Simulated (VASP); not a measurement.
# Pt (R-3m) in VASP: single point with LDA

Aim: the single point of Pt with LDA.

Everything below comes from runs of VASP 6.6.1. Logs are shortened: lines on timing, memory, paths and dates and some standing lists are left out, and cuts for length are marked.

## 1. The cell of the first run

The structure is trigonal, space group R-3m (No. 166). The conventional cell has a = 2.657 Å, b = 2.657 Å, c = 7.014 Å, α = 90.00°, β = 90.00°, γ = 120.00°. Pt (site symmetry -3m) has 12 Pt at 2.66 to 2.80 Å within 3.5 Å.

## 2. Single point, LDA

The input, INCAR:

```
SYSTEM = Pt
PREC = Accurate ; ENCUT = 570
EDIFF = 1E-6 ; ISMEAR = 0
SIGMA = 0.15 ; LREAL = .FALSE.
LASPH = .TRUE. ; NELM = 120
ALGO = Normal ; ISIF = 2
LWAVE = .FALSE. ; LCHARG = .FALSE.
NBANDS = 15 ; GGA_COMPAT = .FALSE.
```

The input, KPOINTS:

```
Automatic mesh
0
G
  20 20 20
  0 0 0
```

The input, POSCAR:

```
Pt
1.0
    0.0973383644      1.9759687977      1.9759687977
    1.9759687977      0.0973383644      1.9759687977
    1.9759687977      1.9759687977      0.0973383644
Pt
1
Direct
    0.0000000000      0.0000000000      0.0000000000
```

Potentials or basis: VASP PAW LDA potentials, release 64 (Pt_sv_GW).

Command:

```console
cat potpaw_LDA.64/Pt_sv_GW/POTCAR > POTCAR
mpirun -np 1 vasp_std > vasp.out
```

OUTCAR:

```text
SYSTEM = Pt
   PREC = Accurate
   ENCUT = 570
   EDIFF = 1E-6
   ISMEAR = 0
   LREAL = .FALSE.
   LASPH = .TRUE.
   NELM = 120
   ISIF = 2

 ion  position               nearest neighbor table
   1  0.000  0.000  0.000-

  LATTYP: Found a trigonal (rhomboedric) cell.
 ALAT       =     2.7961366448
 COS(alpha) =     0.5485954580

  Lattice vectors:

 A1 = (   0.0973383644,   1.9759687977,   1.9759687977)
 A2 = (   1.9759687977,   0.0973383644,   1.9759687977)
 A3 = (   1.9759687977,   1.9759687977,   0.0973383644)

Analysis of symmetry for initial positions (statically):
=====================================================================
 Subroutine PRICEL returns:
 Original cell was already a primitive cell.

 Routine SETGRP: Setting up the symmetry group for a
 trigonal (rhombohedral) supercell.

 Subroutine GETGRP returns: Found 12 space group operations
 (whereof 12 operations were pure point group operations)
 out of a pool of 12 trial point group operations.

The static configuration has the point symmetry D_3d.

Analysis of symmetry for dynamics (positions and initial velocities):
=====================================================================
 Subroutine PRICEL returns:
 Original cell was already a primitive cell.

 Routine SETGRP: Setting up the symmetry group for a
 trigonal (rhombohedral) supercell.

 Subroutine GETGRP returns: Found 12 space group operations
 (whereof 12 operations were pure point group operations)
 out of a pool of 12 trial point group operations.

The dynamic configuration has the point symmetry D_3d.

 Subroutine INISYM returns: Found 12 space group operations
 (whereof 12 operations are pure point group operations),
 and found     1 'primitive' translations

----------------------------------------------------------------------------------------

                                     Primitive cell

  volume of cell :      14.2909

  direct lattice vectors                    reciprocal lattice vectors
     0.097338364  1.975968798  1.975968798    -0.272549205  0.259753468  0.259753468
     1.975968798  0.097338364  1.975968798     0.259753468 -0.272549205  0.259753468
     1.975968798  1.975968798  0.097338364     0.259753468  0.259753468 -0.272549205

  length of vectors
     2.796136645  2.796136645  2.796136645     0.457413158  0.457413158  0.457413158

  position of ions in fractional coordinates (direct lattice)
     0.000000000  0.000000000  0.000000000

  ion indices of the primitive-cell ions
   primitive index   ion index
                 1           1

----------------------------------------------------------------------------------------

 KPOINTS: Automatic mesh

Automatic generation of k-mesh.
 Grid dimensions read from file:
 generate k-points for:   20   20   20

 Generating k-lattice:

  Cartesian coordinates                     Fractional coordinates (reciprocal lattice)
    -0.013627460  0.012987673  0.012987673     0.050000000 -0.000000000 -0.000000000
     0.012987673 -0.013627460  0.012987673    -0.000000000  0.050000000 -0.000000000
     0.012987673  0.012987673 -0.013627460    -0.000000000 -0.000000000  0.050000000

  Length of vectors
     0.022870658  0.022870658  0.022870658

  Shift w.r.t. Gamma in fractional coordinates (k-lattice)
     0.000000000  0.000000000  0.000000000

 Subroutine IBZKPT returns following result:
 ===========================================

 Found    781 irreducible k-points:

 Following reciprocal coordinates:
            Coordinates               Weight
  0.000000  0.000000  0.000000      1.000000
  0.050000 -0.000000 -0.000000      6.000000
  0.100000  0.000000 -0.000000      6.000000
  0.150000  0.000000 -0.000000      6.000000
  0.200000  0.000000 -0.000000      6.000000
  0.250000  0.000000  0.000000      6.000000
[... 16 lines left out ...]
 -0.400000  0.050000 -0.000000     12.000000
 -0.350000  0.050000  0.000000     12.000000
 [... further k-points ...]
   k-points           NKPTS =    781   k-points in BZ     NKDIM =    781   number of bands    NBANDS=     15
   number of dos      NEDOS =    301   number of ions     NIONS =      1
   total plane-waves  NPLWV =  13824
   dimension x,y,z NGX =    24 NGY =   24 NGZ =   24
   dimension x,y,z NGXF=    48 NGYF=   48 NGZF=   48
   ions per type =               1
   NGX,Y,Z   is equivalent  to a cutoff of  14.27, 14.27, 14.27 a.u.
   NGXF,Y,Z  is equivalent  to a cutoff of  28.54, 28.54, 28.54 a.u.
 SYSTEM =  Pt
   PREC   = accura    normal or accurate (medium, high low for compatibility)
   ISTART =      0    job   : 0-new  1-cont  2-samecut
   ICHARG =      2    charge: 1-file 2-atom 10-const
   ISPIN  =      1    spin polarized calculation?
   LNONCOLLINEAR =      F non collinear calculations
   LSORBIT =      F    spin-orbit coupling
   LASPH  =      T    aspherical Exc in radial PAW
   ENCUT  =  570.0 eV  41.89 Ry    6.47 a.u.   5.44  5.44  5.44*2*pi/ulx,y,z
   NELM   =    120;   NELMIN=  2; NELMDL= -5     # of ELM steps
   EDIFF  = 0.1E-05   stopping-criterion for ELM
   LREAL  =      F    real-space projection
   EDIFFG = 0.1E-04   stopping-criterion for IOM
   NSW    =      0    number of steps for IOM
   IBRION =     -1    ionic relax: 0-MD 1-quasi-New 2-CG
   NFREE  =      0    steps in history (QN), initial steepest desc. (CG)
   ISIF   =      2    stress and relaxation
   ISYM   =      2    0-nonsym 1-usesym 2-fastsym
   POTIM  = 0.5000    time-step for ionic-motion
   TEBEG  =    0.0;   TEEND  =   0.0 temperature during run
   PSTRESS=    0.0 pullay stress
   NELECT =      18.0000    total number of electrons
   NUPDOWN=      -1.0000    fix difference up-down
   EMIN   =  10.00;   EMAX   =-10.00  energy-range for DOS
   EFERMI =   0.00;   METHOD = LEGACY
   ISMEAR =     0;   SIGMA  =   0.15  broadening in eV -4-tet -1-fermi 0-gaus
   EFERMI_NEDOS =   21; number of points for ismear=-14 and -15
   IALGO  =     38    algorithm
   IMIX   =      4    mixing-type and parameters
     AMIX     =   0.40;   BMIX     =  1.00
     AMIX_MAG =   1.60;   BMIX_MAG =  1.00
  volume/ion in A,a.u.               =      14.29        96.44
  Fermi-wavevector in a.u.,A,eV,Ry     =   1.767987  3.341010 42.528773  3.125777
  Thomas-Fermi vector in A             =   2.835263
   LORBIT       =      0    0 simple, 1 ext, 2 COOP (PROOUT), +10 PAW based schemes
   GGA     = CA    functional components
   LHFCALC =     F    Hartree Fock is set to
   AEXX    =    0.0000 exact exchange contribution
   IVDW    =     0    specifies the selected vdW correction
   LEPSILON=     F    determine dielectric tensor
   LRPA    =     F    only Hartree local field effects (RPA)
 non-spin polarized calculation
 Gauss-broadening in eV      SIGMA  =   0.15
  energy-cutoff  :      570.00
  volume of cell :       14.29
 maximum number of plane-waves:       454
 NGX is ok and might be reduce to    24
   NGX = 11   NGY = 11   NGZ = 11

 number of electron      18.0000000 magnetization

 Free energy of the ion-electron system (eV)
  ---------------------------------------------------
  ext. energy  EPLUGINS =         0.00000000
  ---------------------------------------------------
  free energy    TOTEN  =        -7.27872996 eV

  energy without entropy =       -7.26217486  energy(sigma->0) =       -7.27045241

 E-fermi :  11.4754     XC(G=0): -14.7168

 val. band max:       11.4728293696   @ k =  -0.4000   0.2000   0.1000
 cond. band min:      11.4776256149   @ k =   0.5000   0.5000   0.2500
 fundamental gap:      0.0047962454
 Fermi energy:        11.4754364657

 k-point     1 :       0.0000    0.0000    0.0000
  band No.  band energies     occupation
      1     -86.9917      2.00000
      2     -41.1472      2.00000
      3     -41.1472      2.00000
      4     -41.0885      2.00000
      5       0.6874      2.00000
      6       6.7145      2.00000
      7       7.5521      2.00000
      8       7.5521      2.00000
      9       9.8489      2.00000
     10       9.8489      2.00000
     11      25.8737      0.00000
     12      29.7709      0.00000
     13      32.0857      0.00000
     14      32.0857      0.00000
     15      36.9408      0.00000

 k-point     2 :       0.0500   -0.0000   -0.0000
  band No.  band energies     occupation
      1     -86.9900      2.00000
      2     -41.1629      2.00000
      3     -41.1501      2.00000
      4     -41.0899      2.00000
      5       0.8003      2.00000
      6       6.7583      2.00000
      7       7.4936      2.00000
      8       7.6183      2.00000
      9       9.8048      2.00000
     10       9.8124      2.00000
     11      26.0625      0.00000
     12      29.8808      0.00000
     13      31.5402      0.00000
     14      32.2449      0.00000
     15      37.6402      0.00000

 k-point     3 :       0.1000    0.0000   -0.0000
  band No.  band energies     occupation
      1     -86.9862      2.00000
      2     -41.2099      2.00000
      3     -41.1588      2.00000
      4     -41.0948      2.00000
      5       1.1301      2.00000
      6       6.8758      2.00000
      7       7.3403      2.00000
      8       7.8069      2.00000
      9       9.6931      2.00000
     10       9.7169      2.00000
     11      26.5865      0.00000
     12      29.6530      0.00000
     13      31.0335      0.00000
     14      32.7101      0.00000
     15      38.8233      0.00000

 k-point     4 :       0.1500    0.0000   -0.0000
  band No.  band energies     occupation
      1     -86.9806      2.00000
      2     -41.2836      2.00000
      3     -41.1725      2.00000
      4     -41.1017      2.00000
      5       1.6469      2.00000
      6       7.0026      2.00000
      7       7.1754      2.00000
      8       8.0779      2.00000
      9       9.5749      2.00000
     10       9.6108      2.00000
     11      27.2612      0.00000
     12      28.5037      0.00000
     13      31.6901      0.00000
     14      33.4440      0.00000
     15      38.0234      0.00000
[... 307 lines left out ...]
 k-point    22 :      -0.4500    0.0500   -0.0000
  band No.  band energies     occupation
      1     -86.9392      2.00000
      2     -41.7883      2.00000
      3     -41.2798      2.00000
      4     -41.1488      2.00000
      5       3.7291      2.00000
      6       6.7400      2.00000
      7       7.8304      2.00000
      8      10.1893      2.00000
      9      11.2371      1.97536
     10      12.5538      0.00000
     11      18.4753      0.00000
     12      25.6498      0.00000
     13      29.8528      0.00000
     14      31.0463      0.00000
     15      39.8531      0.00000

 k-point    23 :      -0.4000    0.0500   -0.0000
  band No.  band energies     occupation
      1     -86.9421      2.00000
      2     -41.7564      2.00000
      3     -41.2742      2.00000
      4     -41.1434      2.00000
      5       3.7468      2.00000
      6       6.8203      2.00000
      7       7.9068      2.00000
      8       9.4634      2.00000
      9      10.8967      2.00000
     10      12.1340      0.00000
     11      19.7458      0.00000
     12      25.9724      0.00000
     13      30.4047      0.00000
     14      31.6832      0.00000
     15      38.6042      0.00000

 k-point    24 :      -0.3500    0.0500    0.0000
  band No.  band energies     occupation
      1     -86.9471      2.00000
      2     -41.6975      2.00000
      3     -41.2629      2.00000
      4     -41.1358      2.00000
      5       3.7351      2.00000
      6       6.9482      2.00000
      7       8.0356      2.00000
      8       8.4770      2.00000
      9      10.4158      2.00000
     10      11.5685      0.38036
     11      21.4910      0.00000
     12      26.5816      0.00000
     13      31.3086      0.00000
     14      32.8400      0.00000
     15      36.9994      0.00000

 [... further k-points ...]
[... 5 lines left out ...]
  --------------------------------------------------------------------------------------
  -------------------------------------------------------------------------------------
  Total        1.1254355      1.1254355      1.1254355     -0.5191045     -0.5191045     -0.5191045
  in kB      126.1743561    126.1743561    126.1743561    -58.1976251    -58.1976251    -58.1976251
  external PRESSURE =     126.1743561 kB  Pullay stress =       0.0000000 kB

 VOLUME and BASIS-vectors are now :
 -----------------------------------------------------------------------------
  energy-cutoff  :      570.00
  volume of cell :       14.29
      direct lattice vectors                 reciprocal lattice vectors
     0.097338364  1.975968798  1.975968798    -0.272549205  0.259753468  0.259753468
     1.975968798  0.097338364  1.975968798     0.259753468 -0.272549205  0.259753468
     1.975968798  1.975968798  0.097338364     0.259753468  0.259753468 -0.272549205

 POSITION                                       TOTAL-FORCE (eV/Angst)
 -----------------------------------------------------------------------------------
      0.00000      0.00000      0.00000        -0.000000     -0.000000     -0.000000
 -----------------------------------------------------------------------------------
    total drift:                                0.000000     -0.000000     -0.000000

  FREE ENERGIE OF THE ION-ELECTRON SYSTEM (eV)
  ---------------------------------------------------
  free  energy   TOTEN  =        -7.2787299601 eV

  energy  without entropy=       -7.2621748606  energy(sigma->0) =       -7.27045241
```

Wall time 67 s (1 thread of Intel Xeon Platinum 8488C (Sapphire Rapids), shared host); peak memory 0.29 GiB.

What came out:

* Free energy: -7.2787 eV
* Pressure: 12.6 GPa
* Band gap on the k mesh: zero (bands 9 and 10 overlap by 2.57 eV)

Stress tensor (GPa, compression positive):
```
12.62 -5.82 -5.82
-5.82 12.62 -5.82
-5.82 -5.82 12.62
```

Caveat: the cell stands under pressure; spin-orbit coupling is left out, which moves the levels of the heavy elements.
